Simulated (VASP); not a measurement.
Set up this calculation in VASP 6.6.1, as the native input.

- Task: single point
- Functional: PBEsol
- Potentials or basis: VASP PAW PBE potentials, release 64 (Al, P)
- Cutoff: 500 eV
- k mesh: 6 × 6 × 6
- Occupations: gaussian, width 0.02 eV
- Spin: no spin polarisation
- Dipole correction: no
- Further INCAR settings: ALGO = Normal; EDIFF = 1e-06; NBANDS = 11

The structure of AlP (kn) lies in POSCAR:

```
AlP
1.0
    0.0000000000      2.7351592013      2.7351592013
    2.7351592013      0.0000000000      2.7351592013
    2.7351592013      2.7351592013      0.0000000000
Al P
1 1
Direct
    0.0000000000      0.0000000000      0.0000000000
    0.2500000000      0.2500000000      0.2500000000
```

The input as run:

INCAR

```
SYSTEM = AlP
PREC     = Accurate       ! precision mode
ENCUT    = 500            ! plane-wave cutoff, eV
EDIFF    = 1E-6           ! SCF threshold, eV
ISMEAR   = 0              ! smearing method
SIGMA    = 0.02           ! smearing width, eV
LREAL    = .False.        ! projectors in reciprocal space
LASPH    = .True.         ! aspherical terms in the spheres
NELM     = 120            ! most SCF steps
ALGO     = Normal         ! electronic algorithm
ISIF     = 2              ! what is computed and relaxed
LWAVE    = .False.        ! write WAVECAR
LCHARG   = .True.         ! write CHGCAR
GGA      = PS             ! functional
LELF     = .True.         ! ELF
LVHAR    = .True.       
NBANDS   = 11             ! bands
GGA_COMPAT= .False.
```

KPOINTS

```
Automatic mesh
0
Gamma
  6 6 6
  0 0 0
```

Potentials or basis: VASP PAW PBE potentials, release 64 (Al, P).

Launch:

```sh
$ cat potpaw_PBE.64/Al/POTCAR potpaw_PBE.64/P/POTCAR > POTCAR
$ mpirun -np 1 vasp_std > vasp.out
```

Results of the run:

The pressure is 0.1 GPa and the band gap on the k mesh is 1.45 eV, indirect (least direct gap 3.15 eV).

Caveat: the PAW data sets were made with another functional, which shifts forces and pressure a little.

It took 7.6 s on 1 thread of Intel(R) Xeon(R) 6975P-C (Granite Rapids), on a shared host, peak memory 0.14 GiB.
